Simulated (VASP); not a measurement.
## PbO: single point with PBE

PbO:

```xyz
4
Lattice="3.8552 0.0000 0.0000 0.0000 3.8552 0.0000 0.0000 0.0000 5.1727" Properties=species:S:1:pos:R:3 pbc="T T T"
Pb    0.0000    1.9276    1.2161
Pb    1.9276    0.0000    3.9566
O     0.0000    0.0000    0.0000
O     1.9276    1.9276    0.0000
```

This cell differs from its parent crystal: strain -0.030 along x and y, +0.030 along z.

* Program: VASP 6.6.1
* Task: single point
* Functional: PBE
* Potentials or basis: VASP PAW PBE potentials, release 64 (Pb_d, O)
* Cutoff: 520 eV
* k mesh: 8 × 8 × 6
* Occupations: gaussian, width 0.05 eV
* Spin: no spin polarisation

- Pressure: 8.8 GPa
- Largest force: 0.715 eV/Å
- Band gap on the k mesh: 1.04 eV (least direct gap 2.25 eV)

Forces on the atoms (eV/Å):
```
Pb   0.000  0.000  0.715
Pb   0.000  0.000 -0.715
O    0.000  0.000  0.000
O    0.000  0.000  0.000
```

Stress tensor (GPa, compression positive):
```
10.25  0.00  0.00
 0.00 10.25  0.00
 0.00  0.00  5.82
```

Levels at points of the mesh, in eV from the valence-band top:
| k point | band 16 | band 17 | band 18 | band 19 | band 20 | band 21 | band 22 | band 23 | band 24 | band 25 |
| --- | --- | --- | --- | --- | --- | --- | --- | --- | --- | --- |
| (0.00, 0.00, 0.00) | -4.64 | -2.05 | -1.84 | -1.84 | 0.00 | 2.39 | 5.23 | 5.74 | 5.74 | 6.41 |
| (0.50, 0.00, 0.00) | -3.71 | -3.30 | -3.30 | -2.05 | -2.05 | 3.18 | 3.18 | 6.60 | 6.60 | 6.87 |
| (0.50, 0.50, 0.00) | -4.00 | -2.01 | -2.01 | -1.22 | -1.22 | 1.04 | 1.04 | 5.02 | 5.02 | 7.48 |
| (0.00, 0.00, 0.50) | -4.50 | -2.07 | -1.87 | -1.87 | -1.54 | 2.20 | 4.06 | 4.06 | 4.59 | 8.39 |
| (0.50, 0.00, 0.50) | -4.07 | -3.27 | -3.27 | -1.35 | -1.35 | 2.82 | 2.82 | 6.54 | 6.54 | 7.37 |
| (0.50, 0.50, 0.50) | -4.39 | -2.47 | -2.47 | -1.22 | -1.22 | 3.20 | 3.20 | 4.41 | 4.41 | 5.83 |

Wall time 3.5 min on 1 thread of Intel Xeon 8259CL, on a shared host, peak memory 0.25 GiB.

Caveat: the cell differs from its parent crystal (strain -0.030 along x and y, +0.030 along z); the cell stands under pressure; spin-orbit coupling is left out, which moves the levels of the heavy elements. A k mesh can miss the band edges.
